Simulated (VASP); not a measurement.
# TiCo (Pm-3m) in VASP: settings compared

Aim: see how the results for TiCo move with the level of theory and the settings. Levels: PBE, PBEsol+D3(BJ), PBEsol. Tasks: single point.

Everything below comes from runs of VASP 6.6.1. Logs are shortened: lines on timing, memory, paths and dates and some standing lists are left out, and cuts for length are marked.

### 1 The cell of the first run

The structure is cubic, space group Pm-3m (No. 221). Conventional cell: a = 2.986 Å, b = 2.986 Å, c = 2.986 Å, α = 90.00°, β = 90.00°, γ = 90.00°. Within 3.4 Å of Co (site symmetry m-3m) lie 8 Ti at 2.59 Å and 6 Co at 2.99 Å. Ti (site symmetry m-3m) has 8 Co at 2.59 Å and 6 Ti at 2.99 Å within 3.4 Å.

### 2 Single point, PBE, collinear spin, ferromagnetic start

File INCAR:

```
SYSTEM = TiCo
PREC = Accurate ; ENCUT = 520
EDIFF = 1E-6 ; ISMEAR = -1
SIGMA = 0.05 ; LREAL = .False.
LASPH = .True. ; NELM = 150
ALGO = Normal ; ISIF = 2
LWAVE = .False. ; LCHARG = .True.
ISPIN = 2 ; MAGMOM = 2.53333 1.26667
LORBIT = 11 ; NUPDOWN = 3.8
LMAXMIX = 4 ; GGA = PE
LELF = .True. ; LVHAR = .True.
NBANDS = 22
```

File KPOINTS:

```
Automatic mesh
0
Gamma
  8 8 8
  0 0 0
```

File POSCAR:

```
TiCo
1.0
    2.9861109900      0.0000000000      0.0000000000
    0.0000000000      2.9861109900      0.0000000000
    0.0000000000      0.0000000000      2.9861109900
Co Ti
1 1
Direct
    0.5000000000      0.5000000000      0.5000000000
    0.0000000000      0.0000000000      0.0000000000
```

Potentials or basis: VASP PAW PBE potentials, release 64 (Co, Ti_sv).

Launch:

```
cat potpaw_PBE.64/Co/POTCAR potpaw_PBE.64/Ti_sv/POTCAR > POTCAR
mpirun -np 1 vasp_std > vasp.out
```

OUTCAR:

```text
SYSTEM = TiCo
   PREC = Accurate
   ENCUT = 520
   EDIFF = 1E-6
   ISMEAR = -1
   LREAL = .False.
   LASPH = .True.
   NELM = 150
   ISIF = 2
   ISPIN = 2
   LORBIT = 11
   NUPDOWN = 3.8
   GGA = PE

 ion  position               nearest neighbor table
   1  0.500  0.500  0.500-   2 2.59   2 2.59   2 2.59   2 2.59   2 2.59   2 2.59   2 2.59   2 2.59

   2  0.000  0.000  0.000-   1 2.59   1 2.59   1 2.59   1 2.59   1 2.59   1 2.59   1 2.59   1 2.59

  LATTYP: Found a simple cubic cell.
 ALAT       =     2.9861109900

  Lattice vectors:

 A1 = (   2.9861109900,   0.0000000000,   0.0000000000)
 A2 = (   0.0000000000,   2.9861109900,   0.0000000000)
 A3 = (   0.0000000000,   0.0000000000,   2.9861109900)

Analysis of symmetry for initial positions (statically):
=====================================================================
 Subroutine PRICEL returns:
 Original cell was already a primitive cell.

 Routine SETGRP: Setting up the symmetry group for a
 simple cubic supercell.

 Subroutine GETGRP returns: Found 48 space group operations
 (whereof 48 operations were pure point group operations)
 out of a pool of 48 trial point group operations.

The static configuration has the point symmetry O_h .

Analysis of symmetry for dynamics (positions and initial velocities):
=====================================================================
 Subroutine PRICEL returns:
 Original cell was already a primitive cell.

 Routine SETGRP: Setting up the symmetry group for a
 simple cubic supercell.

 Subroutine GETGRP returns: Found 48 space group operations
 (whereof 48 operations were pure point group operations)
 out of a pool of 48 trial point group operations.

The dynamic configuration has the point symmetry O_h .

Analysis of structural, dynamic, and magnetic symmetry:
=====================================================================
 Subroutine PRICEL returns:
 Original cell was already a primitive cell.

 Routine SETGRP: Setting up the symmetry group for a
 simple cubic supercell.

 Subroutine GETGRP returns: Found 48 space group operations
 (whereof 48 operations were pure point group operations)
 out of a pool of 48 trial point group operations.

The overall configuration has the point symmetry O_h .

 Subroutine INISYM returns: Found 48 space group operations
 (whereof 48 operations are pure point group operations),
 and found     1 'primitive' translations

----------------------------------------------------------------------------------------

                                     Primitive cell

  volume of cell :      26.6267

  direct lattice vectors                    reciprocal lattice vectors
     2.986110990  0.000000000  0.000000000     0.334883735  0.000000000  0.000000000
     0.000000000  2.986110990  0.000000000     0.000000000  0.334883735  0.000000000
     0.000000000  0.000000000  2.986110990     0.000000000  0.000000000  0.334883735

  length of vectors
     2.986110990  2.986110990  2.986110990     0.334883735  0.334883735  0.334883735

  position of ions in fractional coordinates (direct lattice)
     0.500000000  0.500000000  0.500000000
     0.000000000  0.000000000  0.000000000

  ion indices of the primitive-cell ions
   primitive index   ion index
                 1           1
                 2           2

----------------------------------------------------------------------------------------

 KPOINTS: Automatic mesh

Automatic generation of k-mesh.
 Grid dimensions read from file:
 generate k-points for:    8    8    8

 Generating k-lattice:

  Cartesian coordinates                     Fractional coordinates (reciprocal lattice)
     0.041860467  0.000000000  0.000000000     0.125000000  0.000000000  0.000000000
     0.000000000  0.041860467  0.000000000     0.000000000  0.125000000  0.000000000
     0.000000000  0.000000000  0.041860467     0.000000000  0.000000000  0.125000000

  Length of vectors
     0.041860467  0.041860467  0.041860467

  Shift w.r.t. Gamma in fractional coordinates (k-lattice)
     0.000000000  0.000000000  0.000000000

 Subroutine IBZKPT returns following result:
 ===========================================

 Found     35 irreducible k-points:

 Following reciprocal coordinates:
            Coordinates               Weight
  0.000000  0.000000  0.000000      1.000000
  0.125000  0.000000  0.000000      6.000000
  0.250000  0.000000  0.000000      6.000000
  0.375000  0.000000  0.000000      6.000000
  0.500000  0.000000  0.000000      3.000000
  0.125000  0.125000  0.000000     12.000000
[... 16 lines left out ...]
  0.375000  0.375000  0.125000     24.000000
  0.500000  0.375000  0.125000     24.000000
 [... further k-points ...]
   k-points           NKPTS =     35   k-points in BZ     NKDIM =     35   number of bands    NBANDS=     22
   number of dos      NEDOS =    301   number of ions     NIONS =      2
   total plane-waves  NPLWV =  13824
   dimension x,y,z NGX =    24 NGY =   24 NGZ =   24
   dimension x,y,z NGXF=    48 NGYF=   48 NGZF=   48
   ions per type =               1   1
   NGX,Y,Z   is equivalent  to a cutoff of  13.36, 13.36, 13.36 a.u.
   NGXF,Y,Z  is equivalent  to a cutoff of  26.72, 26.72, 26.72 a.u.
 SYSTEM =  TiCo
   PREC   = accura    normal or accurate (medium, high low for compatibility)
   ISTART =      0    job   : 0-new  1-cont  2-samecut
   ICHARG =      2    charge: 1-file 2-atom 10-const
   ISPIN  =      2    spin polarized calculation?
   LNONCOLLINEAR =      F non collinear calculations
   LSORBIT =      F    spin-orbit coupling
   LASPH  =      T    aspherical Exc in radial PAW
   ENCUT  =  520.0 eV  38.22 Ry    6.18 a.u.   5.55  5.55  5.55*2*pi/ulx,y,z
   NELM   =    150;   NELMIN=  2; NELMDL= -5     # of ELM steps
   EDIFF  = 0.1E-05   stopping-criterion for ELM
   LREAL  =      F    real-space projection
   EDIFFG = 0.1E-04   stopping-criterion for IOM
   NSW    =      0    number of steps for IOM
   IBRION =     -1    ionic relax: 0-MD 1-quasi-New 2-CG
   NFREE  =      0    steps in history (QN), initial steepest desc. (CG)
   ISIF   =      2    stress and relaxation
   ISYM   =      2    0-nonsym 1-usesym 2-fastsym
   POTIM  = 0.5000    time-step for ionic-motion
   TEBEG  =    0.0;   TEEND  =   0.0 temperature during run
   PSTRESS=    0.0 pullay stress
   NELECT =      21.0000    total number of electrons
   NUPDOWN=       3.8000    fix difference up-down
   EMIN   =  10.00;   EMAX   =-10.00  energy-range for DOS
   EFERMI =   0.00;   METHOD = LEGACY
   ISMEAR =    -1;   SIGMA  =   0.05  broadening in eV -4-tet -1-fermi 0-gaus
   EFERMI_NEDOS =   21; number of points for ismear=-14 and -15
   IALGO  =     38    algorithm
   IMIX   =      4    mixing-type and parameters
     AMIX     =   0.40;   BMIX     =  1.00
     AMIX_MAG =   1.60;   BMIX_MAG =  1.00
  volume/ion in A,a.u.               =      13.31        89.84
  Fermi-wavevector in a.u.,A,eV,Ry     =   1.512546  2.858298 31.127355  2.287796
  Thomas-Fermi vector in A             =   2.622456
   LORBIT       =     11    0 simple, 1 ext, 2 COOP (PROOUT), +10 PAW based schemes
   GGA     = PE    functional components
   LHFCALC =     F    Hartree Fock is set to
   AEXX    =    0.0000 exact exchange contribution
   IVDW    =     0    specifies the selected vdW correction
   LEPSILON=     F    determine dielectric tensor
   LRPA    =     F    only Hartree local field effects (RPA)
 spin polarized calculation
  energy-cutoff  :      520.00
  volume of cell :       26.63
 maximum number of plane-waves:       739
 NGX is ok and might be reduce to    24
   NGX = 11   NGY = 11   NGZ = 11

 number of electron      20.9999981 magnetization       3.7999993

 Free energy of the ion-electron system (eV)
  ---------------------------------------------------
  ext. energy  EPLUGINS =         0.00000000
  ---------------------------------------------------
  free energy    TOTEN  =       -13.69026947 eV

  energy without entropy =      -13.65217278  energy(sigma->0) =      -13.67122113

 E-fermi :   8.6756     XC(G=0): -12.5127

 val. band max:       10.8883650309   @ k =   0.5000   0.2500   0.0000
 cond. band min:       8.6777795351   @ k =   0.3750   0.2500   0.2500
 fundamental gap:     -2.2105854958
 Fermi energy:        10.9005368542

 spin component 1

 k-point     1 :       0.0000    0.0000    0.0000
  band No.  band energies     occupation
      1     -46.6782      1.00000
      2     -22.8270      1.00000
      3     -22.8270      1.00000
      4     -22.8270      1.00000
      5       1.7464      1.00000
      6       5.1179      1.00000
[... 14 lines left out ...]
     21      28.7271      0.00000
     22      30.3731      0.00000

 k-point     2 :       0.1250    0.0000    0.0000
  band No.  band energies     occupation
      1     -46.6733      1.00000
      2     -22.8753      1.00000
      3     -22.8235      1.00000
      4     -22.8235      1.00000
      5       2.0558      1.00000
      6       5.2265      1.00000
[... 542 lines left out ...]
 k-point    24 :       0.5000    0.3750    0.1250
  band No.  band energies     occupation
      1     -46.6138      1.00000
      2     -23.1012      1.00000
      3     -23.0515      1.00000
      4     -22.8214      1.00000
      5       5.1837      1.00000
      6       5.5281      1.00000
[... 14 lines left out ...]
     21      25.5416      0.00000
     22      29.6030      0.00000

 [... further k-points ...]

 spin component 2

 k-point     1 :       0.0000    0.0000    0.0000
  band No.  band energies     occupation
      1     -45.6317      1.00000
      2     -21.7790      1.00000
      3     -21.7790      1.00000
      4     -21.7790      1.00000
      5       2.7626      1.00000
      6       6.9306      1.00000
[... 14 lines left out ...]
     21      30.0818      0.00000
     22      31.3552      0.00000

 k-point     2 :       0.1250    0.0000    0.0000
  band No.  band energies     occupation
      1     -45.6269      1.00000
      2     -21.8263      1.00000
      3     -21.7755      1.00000
      4     -21.7755      1.00000
      5       3.0719      1.00000
      6       7.0577      1.00000
[... 542 lines left out ...]
 k-point    24 :       0.5000    0.3750    0.1250
  band No.  band energies     occupation
      1     -45.5685      1.00000
      2     -22.0463      1.00000
      3     -21.9976      1.00000
      4     -21.7724      1.00000
      5       6.5341      1.00000
      6       6.9821      1.00000
[... 14 lines left out ...]
     21      26.6769      0.00000
     22      30.6894      0.00000

 [... further k-points ...]
[... 5 lines left out ...]
  --------------------------------------------------------------------------------------
  -------------------------------------------------------------------------------------
  Total        3.0431810      3.0431810      3.0431810     -0.0000000     -0.0000000      0.0000000
  in kB      183.1135694    183.1135694    183.1135694     -0.0000000     -0.0000000      0.0000000
  external PRESSURE =     183.1135694 kB  Pullay stress =       0.0000000 kB

 VOLUME and BASIS-vectors are now :
 -----------------------------------------------------------------------------
  energy-cutoff  :      520.00
  volume of cell :       26.63
      direct lattice vectors                 reciprocal lattice vectors
     2.986110990  0.000000000  0.000000000     0.334883735  0.000000000  0.000000000
     0.000000000  2.986110990  0.000000000     0.000000000  0.334883735  0.000000000
     0.000000000  0.000000000  2.986110990     0.000000000  0.000000000  0.334883735

 POSITION                                       TOTAL-FORCE (eV/Angst)
 -----------------------------------------------------------------------------------
      1.49306      1.49306      1.49306         0.000000      0.000000      0.000000
      0.00000      0.00000      0.00000         0.000000      0.000000      0.000000
 -----------------------------------------------------------------------------------
    total drift:                                0.000000      0.000000     -0.000000

  FREE ENERGIE OF THE ION-ELECTRON SYSTEM (eV)
  ---------------------------------------------------
  free  energy   TOTEN  =       -13.6902694739 eV

  energy  without entropy=      -13.6521727826  energy(sigma->0) =      -13.67122113

 total charge

# of ion       s       p       d       tot
------------------------------------------
    1        0.544   0.457   7.205   8.205
    2        2.232   6.160   2.021  10.413
--------------------------------------------------
tot          2.775   6.617   9.226  18.619

 magnetization (x)

# of ion       s       p       d       tot
------------------------------------------
    1        0.049   0.204   1.865   2.117
    2        0.017   0.083   1.067   1.167
--------------------------------------------------
tot          0.065   0.287   2.931   3.284
```

Wall time 24 s (1 thread of Intel Xeon Platinum 8488C (Sapphire Rapids), shared host); peak memory 0.16 GiB.

What came out:

```
Free energy                                           : -13.6903 eV
Pressure                                              : 18.3 GPa
Net moment                                            : 3.80 μB per cell
Site moments                                          : Co +2.12; Ti +1.17 μB
Valence electrons inside the program's atomic spheres : Co 8.21; Ti 10.41
```

Caveat: the total moment is fixed, so each spin has its own Fermi level.

### 3 Single point, PBE, collinear spin, ferromagnetic start

File INCAR:

```
SYSTEM = TiCo
PREC = Accurate ; ENCUT = 520
EDIFF = 1E-6 ; ISMEAR = -1
SIGMA = 0.05 ; LREAL = .FALSE.
LASPH = .TRUE. ; NELM = 150
ALGO = Normal ; ISIF = 2
LWAVE = .FALSE. ; LCHARG = .FALSE.
ISPIN = 2 ; MAGMOM = 3 1.5
LORBIT = 11 ; NUPDOWN = 4.5
LMAXMIX = 4 ; GGA = PE
NBANDS = 22
```

File KPOINTS:

```
regular mesh
0
G
  8 8 8
  0 0 0
```

POSCAR is that of step 2.

Potentials or basis: VASP PAW PBE potentials, release 64 (Co, Ti_sv).

Launch:

```
cat potpaw_PBE.64/Co/POTCAR potpaw_PBE.64/Ti_sv/POTCAR > POTCAR
mpirun -np 1 vasp_std > vasp.out
```

Wall time 22 s (1 thread of Intel Xeon Platinum 8488C (Sapphire Rapids), shared host); peak memory 0.16 GiB.

The run converged. Its results:

```yaml
Free_energy: -12.8214 eV
Pressure: 25.2 GPa
Net_moment: 4.50 μB per cell
Site_moments: Co +2.36; Ti +1.48 μB
Valence_electrons_inside_the_program's_atomic_spheres: Co 8.16; Ti 10.47
```

Caveat: the total moment is fixed, so each spin has its own Fermi level.

### 4 Single point, PBE, collinear spin, ferromagnetic start

File INCAR:

```
ALGO     = Normal         # electronic algorithm
EDIFF    = 1E-6           # SCF threshold, eV
ENCUT    = 520            # plane-wave cutoff, eV
GGA      = PE             # functional
ISIF     = 2              # what is computed and relaxed
ISMEAR   = -1             # smearing method
ISPIN    = 2              # spin polarisation
LASPH    = True           # aspherical terms in the spheres
LCHARG   = False          # write CHGCAR
LMAXMIX  = 4              # l up to which the mixer works
LORBIT   = 11             # projections on sites
LREAL    = False          # projectors in reciprocal space
LWAVE    = False          # write WAVECAR
MAGMOM   = 4 2            # initial moments
NBANDS   = 22             # bands
NELM     = 150            # most SCF steps
NUPDOWN  = 6.0            # fixed moment
PREC     = Accurate       # precision mode
SIGMA    = 0.05           # smearing width, eV
```

File KPOINTS:

```
k-points
0
Gamma
  8 8 8
```

POSCAR is that of step 3.

Launch:

```
cat potpaw_PBE.64/Co/POTCAR potpaw_PBE.64/Ti_sv/POTCAR > POTCAR
mpirun -np 1 vasp_std > vasp.out
```

Run time: 25 s. Hardware: 1 thread of Intel Xeon Platinum 8488C (Sapphire Rapids), shared host; peak memory 0.17 GiB.

Results (log left out):

| Item | Value |
| --- | --- |
| Free energy | -10.0733 eV |
| Pressure | 43.3 GPa |
| Net moment | 6.00 μB per cell |
| Site moments | Co +2.94; Ti +2.08 μB |
| Valence electrons inside the program's atomic spheres | Co 8.04; Ti 10.62 |

Caveat: the total moment is fixed, so each spin has its own Fermi level.

(Part 1 of 2 ends here.)
